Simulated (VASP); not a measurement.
# Cu (I4/mmm) in VASP: a series of runs

The runs below take Cu through single point, with PBEsol.

Program: VASP 6.6.1. These are calculated values, not measurements. Logs are shortened: lines on timing, memory, paths and dates and some standing lists are left out, and cuts for length are marked.

## 1. The cell of the first run

The structure is tetragonal, space group I4/mmm (No. 139). The conventional cell has a = 2.837 Å, b = 2.837 Å, c = 2.706 Å, α = 90.00°, β = 90.00°, γ = 90.00°. Within 3.2 Å of Cu (site symmetry 4/mmm) lie 14 Cu at 2.42 to 2.84 Å.

## 2. Single point, PBEsol

File INCAR:

```
  PREC = Accurate
  ENCUT = 520
  EDIFF = 1E-7
  ISMEAR = 1
  SIGMA = 0.1
  LREAL = F
  LASPH = T
  NELM = 60
  ALGO = Normal
  ISIF = 2
  LWAVE = F
  LCHARG = F
  GGA = PS
  NBANDS = 12
```

File KPOINTS:

```
regular mesh
0
Gamma
  14 14 14
```

File POSCAR:

```
Cu
1.0
   -1.4183341563      1.4183341563      1.3527530866
    1.4183341563     -1.4183341563      1.3527530866
    1.4183341563      1.4183341563     -1.3527530866
Cu
1
Direct
    0.0000000000      0.0000000000      0.0000000000
```

Potentials or basis: VASP PAW PBE potentials, release 64 (Cu).

On the command line:

```
cat potpaw_PBE.64/Cu/POTCAR > POTCAR
mpirun -np 1 vasp_std > vasp.out
```

OUTCAR:

```text
PREC = Accurate
   ENCUT = 520
   EDIFF = 1E-7
   ISMEAR = 1
   LREAL = F
   LASPH = T
   NELM = 60
   ISIF = 2
   GGA = PS

 ion  position               nearest neighbor table
   1  0.000  0.000  0.000-

  LATTYP: Found a body centered tetragonal cell.
 ALAT       =     2.8366683126
 C/A-ratio  =     0.9537619048

  Lattice vectors:

 A1 = (  -1.4183341563,   1.4183341563,   1.3527530866)
 A2 = (   1.4183341563,  -1.4183341563,   1.3527530866)
 A3 = (   1.4183341563,   1.4183341563,  -1.3527530866)

Analysis of symmetry for initial positions (statically):
=====================================================================
 Subroutine PRICEL returns:
 Original cell was already a primitive cell.

 Routine SETGRP: Setting up the symmetry group for a
 body centered tetragonal supercell.

 Subroutine GETGRP returns: Found 16 space group operations
 (whereof 16 operations were pure point group operations)
 out of a pool of 16 trial point group operations.

The static configuration has the point symmetry D_4h.

Analysis of symmetry for dynamics (positions and initial velocities):
=====================================================================
 Subroutine PRICEL returns:
 Original cell was already a primitive cell.

 Routine SETGRP: Setting up the symmetry group for a
 body centered tetragonal supercell.

 Subroutine GETGRP returns: Found 16 space group operations
 (whereof 16 operations were pure point group operations)
 out of a pool of 16 trial point group operations.

The dynamic configuration has the point symmetry D_4h.

 Subroutine INISYM returns: Found 16 space group operations
 (whereof 16 operations are pure point group operations),
 and found     1 'primitive' translations

----------------------------------------------------------------------------------------

                                     Primitive cell

  volume of cell :      10.8852

  direct lattice vectors                    reciprocal lattice vectors
    -1.418334156  1.418334156  1.352753087     0.000000000  0.352526235  0.369616603
     1.418334156 -1.418334156  1.352753087     0.352526235  0.000000000  0.369616603
     1.418334156  1.418334156 -1.352753087     0.352526235  0.352526235  0.000000000

  length of vectors
     2.419356210  2.419356210  2.419356210     0.510775077  0.510775077  0.498547383

  position of ions in fractional coordinates (direct lattice)
[... 83 lines left out ...]
   ISIF   =      2    stress and relaxation
   ISYM   =      2    0-nonsym 1-usesym 2-fastsym
   POTIM  = 0.5000    time-step for ionic-motion
   TEBEG  =    0.0;   TEEND  =   0.0 temperature during run
   PSTRESS=    0.0 pullay stress
   NELECT =      11.0000    total number of electrons
   NUPDOWN=      -1.0000    fix difference up-down
   EMIN   =  10.00;   EMAX   =-10.00  energy-range for DOS
   EFERMI =   0.00;   METHOD = LEGACY
   ISMEAR =     1;   SIGMA  =   0.10  broadening in eV -4-tet -1-fermi 0-gaus
   EFERMI_NEDOS =   21; number of points for ismear=-14 and -15
   IALGO  =     38    algorithm
   IMIX   =      4    mixing-type and parameters
     AMIX     =   0.40;   BMIX     =  1.00
     AMIX_MAG =   1.60;   BMIX_MAG =  1.00
  volume/ion in A,a.u.               =      10.89        73.46
  Fermi-wavevector in a.u.,A,eV,Ry     =   1.642835  3.104507 36.720839  2.698906
  Thomas-Fermi vector in A             =   2.733070
   LORBIT       =      0    0 simple, 1 ext, 2 COOP (PROOUT), +10 PAW based schemes
   GGA     = PS    functional components
   LHFCALC =     F    Hartree Fock is set to
   AEXX    =    0.0000 exact exchange contribution
   IVDW    =     0    specifies the selected vdW correction
   LEPSILON=     F    determine dielectric tensor
   LRPA    =     F    only Hartree local field effects (RPA)
 non-spin polarized calculation
 Methfessel and Paxton  Order N= 1 SIGMA  =   0.10
  energy-cutoff  :      520.00
  volume of cell :       10.89
 maximum number of plane-waves:       313
 NGX is ok and might be reduce to    18
   NGX =  9   NGY =  9   NGZ =  9

 number of electron      11.0000008 magnetization

 Free energy of the ion-electron system (eV)
  ---------------------------------------------------
  ext. energy  EPLUGINS =         0.00000000
  ---------------------------------------------------
  free energy    TOTEN  =        -4.24996554 eV

  energy without entropy =       -4.24948498  energy(sigma->0) =       -4.24980535

 E-fermi :   8.4774     XC(G=0): -13.3935

 val. band max:        8.4655832272   @ k =  -0.0714   0.5000   0.0714
 cond. band min:       8.4777639402   @ k =   0.5000   0.3571  -0.0000
 fundamental gap:      0.0121807130
 Fermi energy:         8.4773578629

 k-point     1 :       0.0000    0.0000    0.0000
  band No.  band energies     occupation
      1      -1.5723      2.00000
      2       4.9336      2.00000
      3       5.1445      2.00000
      4       5.1445      2.00000
      5       6.0924      2.00000
      6       6.3218      2.00000
      7      33.8127      0.00000
      8      33.8127      0.00000
      9      35.0780      0.00000
     10      38.1869      0.00000
     11      38.5442      0.00000
     12      38.5443      0.00000
[... 331 lines left out ...]
 k-point    24 :       0.2857    0.1429   -0.0000
  band No.  band energies     occupation
      1       2.8718      2.00000
      2       4.3716      2.00000
      3       4.9657      2.00000
      4       6.0689      2.00000
      5       6.5076      2.00000
      6       7.4668      2.00000
      7      17.9680      0.00000
      8      22.6619      0.00000
      9      26.9726      0.00000
     10      33.1026      0.00000
     11      37.5688      0.00000
     12      39.2666      0.00000

 [... further k-points ...]

------------------------ aborting loop because EDIFF is reached ----------------------------------------

  FORCE on cell =-STRESS in cart. coord.  units (eV):
  Direction    XX          YY          ZZ          XY          YZ          ZX
  --------------------------------------------------------------------------------------
  -------------------------------------------------------------------------------------
  Total        0.5888071      0.5888071      0.5623355      0.0000000     -0.0000000      0.0000000
  in kB       86.6658449     86.6658449     82.7695200      0.0000000     -0.0000000      0.0000000
  external PRESSURE =      85.3670699 kB  Pullay stress =       0.0000000 kB

 VOLUME and BASIS-vectors are now :
 -----------------------------------------------------------------------------
  energy-cutoff  :      520.00
  volume of cell :       10.89
      direct lattice vectors                 reciprocal lattice vectors
    -1.418334156  1.418334156  1.352753087     0.000000000  0.352526235  0.369616603
     1.418334156 -1.418334156  1.352753087     0.352526235  0.000000000  0.369616603
     1.418334156  1.418334156 -1.352753087     0.352526235  0.352526235  0.000000000

 POSITION                                       TOTAL-FORCE (eV/Angst)
 -----------------------------------------------------------------------------------
      0.00000      0.00000      0.00000         0.000000      0.000000      0.000000
 -----------------------------------------------------------------------------------
    total drift:                                0.000000     -0.000000      0.000000

  FREE ENERGIE OF THE ION-ELECTRON SYSTEM (eV)
  ---------------------------------------------------
  free  energy   TOTEN  =        -4.2499655367 eV

  energy  without entropy=       -4.2494849833  energy(sigma->0) =       -4.24980535
```

stdout:

```text
POSCAR found type information on POSCAR Cu
 POSCAR found :  1 types and       1 ions
 scaLAPACK will be used
 -----------------------------------------------------------------------------
|                                                                             |
|                                                                             |
|     You enforced a specific xc type in the INCAR file but a different       |
|     I HOPE YOU KNOW WHAT YOU ARE DOING!                                     |
|                                                                             |
 -----------------------------------------------------------------------------

 LDA part: xc-table for (Slater+PW92), standard interpolation
 POSCAR, INCAR and KPOINTS ok, starting setup
 FFT: planning ... GRIDC
 FFT: planning ... GRID_SOFT
 FFT: planning ... GRID
 WAVECAR not read
 entering main loop
```

It took 30 s on 1 thread of AMD EPYC 7R13, shared host; peak memory 0.11 GiB.

What came out:

* Free energy: -4.2500 eV
* Pressure: 8.5 GPa

Levels at points of the mesh, in eV from the Fermi level:
```csv
k point,band 2,band 3,band 4,band 5,band 6,band 7,band 8,band 9,band 10,band 11
"(0.00, 0.00, 0.00)",-3.54,-3.33,-3.33,-2.38,-2.16,25.34,25.34,26.60,29.71,30.07
"(0.50, 0.00, 0.00)",-4.30,-2.29,-2.05,-1.43,-0.73,4.95,17.72,18.05,21.95,25.31
"(0.50, 0.50, 0.00)",-4.04,-2.46,-2.19,-1.46,-1.11,4.41,18.99,19.53,23.14,26.41
"(0.50, 0.50, 0.50)",-5.13,-1.64,-1.64,-1.59,7.88,7.88,9.79,13.71,14.42,17.67
```

Caveat: the PAW data sets were made with another functional, which shifts forces and pressure a little.

[end of part 1 of 3]
